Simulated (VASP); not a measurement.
Write the native input for VASP 6.6.1 that does the following.

```yaml
Task: relaxation of cell and atoms
Functional: LDA
Potentials_or_basis: VASP PAW LDA potentials, release 64 (Sn_d, O)
Cutoff: 600 eV
k_mesh: 8 × 8 × 12
Occupations: gaussian, width 0.02 eV
Spin: no spin polarisation
Dipole_correction: no
Further_INCAR_settings: ALGO = Normal; EDIFF = 1e-07; IBRION = 2; EDIFFG = -0.002; NSW = 100; ISIF = 3
```

The structure of SnO2 lies in POSCAR:

```
SnO2
1.0
    4.7135083177      0.0000000000      0.0000000000
    0.0000000000      4.7366820532      0.0000000000
    0.0000000000      0.0000000000      3.1866224533
Sn O
2 4
Direct
    0.5000000000      0.5000000000      0.5000000000
    0.0000000000      0.0000000000      0.0000000000
    0.3040913182      0.3081008512      0.0000000000
    0.8040913182      0.1918991488      0.5000000000
    0.1959086818      0.8081008512      0.5000000000
    0.6959086818      0.6918991488      0.0000000000
```

One way to write it, as run:

INCAR

```
PREC = Accurate ; ENCUT = 600
EDIFF = 1E-7 ; ISMEAR = 0
SIGMA = 0.02 ; LREAL = F
LASPH = T ; NELM = 60
ALGO = Normal ; ISIF = 3
LWAVE = F ; LCHARG = F
GGA = CA ; IBRION = 2
NSW = 100 ; EDIFFG = -0.002
```

KPOINTS

```
regular mesh
0
Gamma
  8 8 12
```

Potentials or basis: VASP PAW LDA potentials, release 64 (Sn_d, O).

Launch:

```bash
$ cat potpaw_LDA.64/Sn_d/POTCAR potpaw_LDA.64/O/POTCAR > POTCAR
$ mpirun -np 1 vasp_std > vasp.out
```

It gave:

- Relaxed volume: 11.90 Å³/atom
- Relaxed cell: a = 4.727 Å, b = 4.727 Å, c = 3.196 Å, α = 90.00°, β = 90.00°, γ = 90.00°
- Space group after relaxing (to 0.1 Å): P4_2/mnm (No. 136)
- Energy gained by relaxing: 0.2 meV/atom
- Ionic steps: 27
- Pressure after relaxing: 0.0 GPa
- Band gap on the k mesh: 1.15 eV

Caveat: spin-orbit coupling is left out, which moves the levels of the heavy elements.

Run time: 110 min on 1 thread of Oxide Virtual Turin-like Processor (shared host), peak memory 0.44 GiB.
